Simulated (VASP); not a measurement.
# KMgF3 (cubic perovskite) (Pm-3m) in VASP: elastic constants with LDA

Aim: the elastic constants of KMgF3 (cubic perovskite) with LDA.

Program: VASP 6.6.1. These are calculated values, not measurements. Logs are shortened: lines on timing, memory, paths and dates and some standing lists are left out, and cuts for length are marked.

### 1 The cell of the first run

Symmetry: Pm-3m, No. 221, cubic system. Conventional cell: a = 3.908 Å, b = 3.908 Å, c = 3.908 Å, α = 90.00°, β = 90.00°, γ = 90.00°. Within 3.6 Å of K (site symmetry m-3m) lie 12 F at 2.76 Å and 8 Mg at 3.38 Å. Mg (site symmetry m-3m) has 6 F at 1.95 Å within 2.6 Å. F (site symmetry 4/mmm) has 2 Mg at 1.95 Å within 2.6 Å.

### 2 Elastic constants, LDA

The input, INCAR:

```
SYSTEM = KMgF3
PREC = Accurate
ENCUT = 600
EDIFF = 1E-8
ISMEAR = 0
SIGMA = 0.01
LREAL = .False.
LASPH = .True.
NELM = 80
ALGO = Normal
ISIF = 3
LWAVE = .False.
LCHARG = .False.
GGA = CA
IBRION = 6
NFREE = 2
POTIM = 0.015
NSW = 1
```

The input, KPOINTS:

```
Automatic mesh
0
Gamma
  6 6 6
  0 0 0
```

The input, POSCAR:

```
KMgF3
1.0
    3.9082660993      0.0000000000      0.0000000000
    0.0000000000      3.9082660993      0.0000000000
    0.0000000000      0.0000000000      3.9082660993
K Mg F
1 1 3
Direct
    0.5000000000      0.5000000000      0.5000000000
    0.0000000000      0.0000000000      0.0000000000
    0.5000000000      0.0000000000      0.0000000000
    0.0000000000      0.5000000000      0.0000000000
    0.0000000000      0.0000000000      0.5000000000
```

Potentials or basis: VASP PAW LDA potentials, release 64 (K_sv, Mg, F).

The run is started by

```console
$ cat potpaw_LDA.64/K_sv/POTCAR potpaw_LDA.64/Mg/POTCAR potpaw_LDA.64/F/POTCAR > POTCAR
$ mpirun -np 1 vasp_std > vasp.out
```

OUTCAR:

```text
SYSTEM = KMgF3
   PREC = Accurate
   ENCUT = 600
   EDIFF = 1E-8
   ISMEAR = 0
   LREAL = .False.
   LASPH = .True.
   NELM = 80
   ISIF = 3
   GGA = CA
   IBRION = 6
   NFREE = 2
   POTIM = 0.015
   NSW = 1

 ion  position               nearest neighbor table
   1  0.500  0.500  0.500-   3 2.76   4 2.76   5 2.76   3 2.76   4 2.76   3 2.76   5 2.76   3 2.76
                             4 2.76   5 2.76   4 2.76   5 2.76   2 3.38   2 3.38   2 3.38   2 3.38
   2  0.000  0.000  0.000-   3 1.95   4 1.95   5 1.95   5 1.95   4 1.95   3 1.95   1 3.38   1 3.38
                             1 3.38   1 3.38   1 3.38   1 3.38   1 3.38   1 3.38
   3  0.500  0.000  0.000-   2 1.95   2 1.95   1 2.76   1 2.76   1 2.76   1 2.76
   4  0.000  0.500  0.000-   2 1.95   2 1.95   1 2.76   1 2.76   1 2.76   1 2.76
   5  0.000  0.000  0.500-   2 1.95   2 1.95   1 2.76   1 2.76   1 2.76   1 2.76

  LATTYP: Found a simple cubic cell.
 ALAT       =     3.9082660993

  Lattice vectors:

 A1 = (   3.9082660993,   0.0000000000,   0.0000000000)
 A2 = (   0.0000000000,   3.9082660993,   0.0000000000)
 A3 = (   0.0000000000,   0.0000000000,   3.9082660993)

Analysis of symmetry for initial positions (statically):
=====================================================================
 Subroutine PRICEL returns:
 Original cell was already a primitive cell.

 Routine SETGRP: Setting up the symmetry group for a
 simple cubic supercell.

 Subroutine GETGRP returns: Found 48 space group operations
 (whereof 48 operations were pure point group operations)
 out of a pool of 48 trial point group operations.

The static configuration has the point symmetry O_h .

Analysis of symmetry for dynamics (positions and initial velocities):
=====================================================================
 Subroutine PRICEL returns:
 Original cell was already a primitive cell.

 Routine SETGRP: Setting up the symmetry group for a
 simple cubic supercell.

 Subroutine GETGRP returns: Found 48 space group operations
 (whereof 48 operations were pure point group operations)
 out of a pool of 48 trial point group operations.

The dynamic configuration has the point symmetry O_h .

 Subroutine INISYM returns: Found 48 space group operations
 (whereof 48 operations are pure point group operations),
 and found     1 'primitive' translations

----------------------------------------------------------------------------------------

                                     Primitive cell

  volume of cell :      59.6970

  direct lattice vectors                    reciprocal lattice vectors
     3.908266099  0.000000000  0.000000000     0.255867941  0.000000000  0.000000000
     0.000000000  3.908266099  0.000000000     0.000000000  0.255867941  0.000000000
     0.000000000  0.000000000  3.908266099     0.000000000  0.000000000  0.255867941

  length of vectors
     3.908266099  3.908266099  3.908266099     0.255867941  0.255867941  0.255867941

  position of ions in fractional coordinates (direct lattice)
     0.500000000  0.500000000  0.500000000
     0.000000000  0.000000000  0.000000000
     0.500000000  0.000000000  0.000000000
     0.000000000  0.500000000  0.000000000
     0.000000000  0.000000000  0.500000000

  ion indices of the primitive-cell ions
   primitive index   ion index
[... 121 lines left out ...]

  energy without entropy =      -27.13817136  energy(sigma->0) =      -27.13817136

------------------------ aborting loop because EDIFF is reached ----------------------------------------

  FORCE on cell =-STRESS in cart. coord.  units (eV):
  Direction    XX          YY          ZZ          XY          YZ          ZX
  --------------------------------------------------------------------------------------
  -------------------------------------------------------------------------------------
  Total       -0.3652805     -0.3652805     -0.3652805      0.0000000      0.0000000     -0.0000000
  in kB       -9.8035807     -9.8035807     -9.8035807      0.0000000      0.0000000     -0.0000000
  external PRESSURE =      -9.8035807 kB  Pullay stress =       0.0000000 kB
[... 98 lines left out ...]
  FREE ENERGIE OF THE ION-ELECTRON SYSTEM (eV)
  ---------------------------------------------------
  free  energy   TOTEN  =       -27.1363731446 eV

  energy  without entropy=      -27.1363731446  energy(sigma->0) =      -27.13637314

[... ionic steps 4 to 18 ...]

--------------------------------------- Ionic step       19  -------------------------------------------

 number of electron      31.9999961 magnetization

------------------------ aborting loop because EDIFF is reached ----------------------------------------
[... 73 lines left out ...]
--------------------------------------- Ionic step       21  -------------------------------------------

 number of electron      31.9999961 magnetization

 Free energy of the ion-electron system (eV)
  ---------------------------------------------------
  ext. energy  EPLUGINS =         0.00000000
  ---------------------------------------------------
  free energy    TOTEN  =       -27.13785320 eV

  energy without entropy =      -27.13785320  energy(sigma->0) =      -27.13785320

 E-fermi :  -1.5420     XC(G=0): -10.7074

 val. band max:       -1.6842178831   @ k =   0.5000   0.5000   0.5000
 cond. band min:       5.7352304609   @ k =   0.0000   0.0000   0.0000
 fundamental gap:      7.4194483441
 Fermi energy:        -1.5419639527

 k-point     1 :       0.0000    0.0000    0.0000
  band No.  band energies     occupation
      1     -26.7494      2.00000
      2     -21.5735      2.00000
      3     -20.7947      2.00000
      4     -20.7945      2.00000
      5     -10.5031      2.00000
      6     -10.5031      2.00000
[... 541 lines left out ...]
     19       9.1399      0.00000
     20      10.9733      0.00000

 [... further k-points ...]

------------------------ aborting loop because EDIFF is reached ----------------------------------------

  FORCE on cell =-STRESS in cart. coord.  units (eV):
  Direction    XX          YY          ZZ          XY          YZ          ZX
  --------------------------------------------------------------------------------------
  -------------------------------------------------------------------------------------
  Total       -0.3645081     -0.3638630     -0.3635409      0.0000000      0.0000000      0.0000000
  in kB       -9.7828487     -9.7655356     -9.7568905      0.0000000      0.0000000      0.0000000
  external PRESSURE =      -9.7684249 kB  Pullay stress =       0.0000000 kB
[... 20 lines left out ...]
  FREE ENERGIE OF THE ION-ELECTRON SYSTEM (eV)
  ---------------------------------------------------
  free  energy   TOTEN  =       -27.1378532033 eV

  energy  without entropy=      -27.1378532033  energy(sigma->0) =      -27.13785320

 INTERNAL STRAIN TENSORS FROM STRAINED CELLS
 ============================================

 INTERNAL STRAIN TENSOR FOR ION    1 for displacements in x,y,z  (eV/Angst):
          X           Y           Z          XY          YZ          ZX
  --------------------------------------------------------------------------------
  x     0.00000     0.00000     0.00000     0.00000     0.00000    -0.00000
  y     0.00000     0.00000     0.00000     0.00000     0.00000     0.00000
  z     0.00000     0.00000     0.00000     0.00000    -0.00000     0.00000

 INTERNAL STRAIN TENSORS FROM DISPLACED ATOMS
 ============================================

 INTERNAL STRAIN TENSOR FOR ION    1 for displacements in x,y,z  (eV/Angst):
          X           Y           Z          XY          YZ          ZX
  --------------------------------------------------------------------------------
  x     0.00000     0.00000     0.00000     0.00000     0.00000     0.00000
  y     0.00000     0.00000     0.00000     0.00000     0.00000     0.00000
  z     0.00000     0.00000     0.00000     0.00000     0.00000     0.00000

 INTERNAL STRAIN TENSOR FOR ION    5 for displacements in x,y,z  (eV/Angst):
          X           Y           Z          XY          YZ          ZX
  --------------------------------------------------------------------------------
  x     0.00000     0.00000     0.00000     0.00000     0.00000     0.00000
  y     0.00000     0.00000     0.00000     0.00000     0.00000     0.00000
  z     0.00000     0.00000     0.00000     0.00000     0.00000     0.00000

 Eigenvectors and eigenvalues of the dynamical matrix
 ----------------------------------------------------

   1 f  =   15.568590 THz    97.820337 2PiTHz  519.312270 cm-1    64.386487 meV
             X         Y         Z           dx          dy          dz
      1.954133  1.954133  1.954133    -0.000000   -0.000000    0.016977
      0.000000  0.000000  0.000000     0.000000    0.000000   -0.579468
      1.954133  0.000000  0.000000    -0.000000    0.000000   -0.087615
      0.000000  1.954133  0.000000     0.000000   -0.000000   -0.087615
      0.000000  0.000000  1.954133     0.000000    0.000000    0.805342
[... 105 lines left out ...]
  15 f/i=    0.012248 THz     0.076956 2PiTHz    0.408549 cm-1     0.050654 meV
             X         Y         Z           dx          dy          dz
      1.954133  1.954133  1.954133    -0.019244   -0.567641   -0.013126
      0.000000  0.000000  0.000000    -0.015223   -0.449036   -0.010383
      1.954133  0.000000  0.000000    -0.013481   -0.397702   -0.009196
      0.000000  1.954133  0.000000    -0.013483   -0.397663   -0.009196
      0.000000  0.000000  1.954133    -0.013483   -0.397702   -0.009195

--------------------------------------------------------------------------------------------------------

 ELASTIC MODULI CONTR FROM IONIC RELAXATION (kBar)
 Direction    XX          YY          ZZ          XY          YZ          ZX
 --------------------------------------------------------------------------------
 XX           0.0000      0.0000      0.0000      0.0000      0.0000      0.0000
 YY           0.0000      0.0000      0.0000      0.0000      0.0000      0.0000
 ZZ           0.0000      0.0000      0.0000      0.0000      0.0000      0.0000
 XY           0.0000      0.0000      0.0000      0.0000      0.0000      0.0000
 YZ           0.0000      0.0000      0.0000      0.0000      0.0000      0.0000
 ZX           0.0000      0.0000      0.0000      0.0000      0.0000      0.0000
 --------------------------------------------------------------------------------

 TOTAL ELASTIC MODULI (kBar)
 Direction    XX          YY          ZZ          XY          YZ          ZX
 --------------------------------------------------------------------------------
 XX        1651.3833    448.0327    448.0327      0.0000      0.0000      0.0000
 YY         448.0327   1651.3833    448.0327      0.0000      0.0000      0.0000
 ZZ         448.0327    448.0327   1651.3833      0.0000     -0.0000      0.0000
 XY           0.0000      0.0000      0.0000    493.7838      0.0000      0.0000
 YZ           0.0000      0.0000     -0.0000      0.0000    493.7838      0.0000
 ZX           0.0000      0.0000      0.0000      0.0000      0.0000    493.7838
 --------------------------------------------------------------------------------
```

Wall time 4.9 min (1 thread of Intel Xeon 6975P-C (Granite Rapids), shared host); peak memory 0.29 GiB.

Results:

- Elastic constants C11, C12, C44: 165, 45, 49 GPa
- Voigt bulk modulus: 85 GPa
- Highest phonon frequency at Γ, LO-TO splitting left out: 519 cm⁻¹

Phonon frequencies in cm⁻¹ (negative: imaginary):
```
              q point                                            frequencies
(0.000, 0.000, 0.000)  0 0 0 161 161 161 186 186 186 286 286 286 519 519 519
```

Elastic tensor in Voigt notation (GPa, in the Cartesian axes of the cell as first typed):
```
165  45  45   0   0   0
 45 165  45   0   0   0
 45  45 165   0   0   0
  0   0   0  49   0   0
  0   0   0   0  49   0
  0   0   0   0   0  49
```

Clamped-ion elastic tensor (GPa):
```
165  45  45   0   0   0
 45 165  45   0   0   0
 45  45 165   0   0   0
  0   0   0  49   0   0
  0   0   0   0  49   0
  0   0   0   0   0  49
```
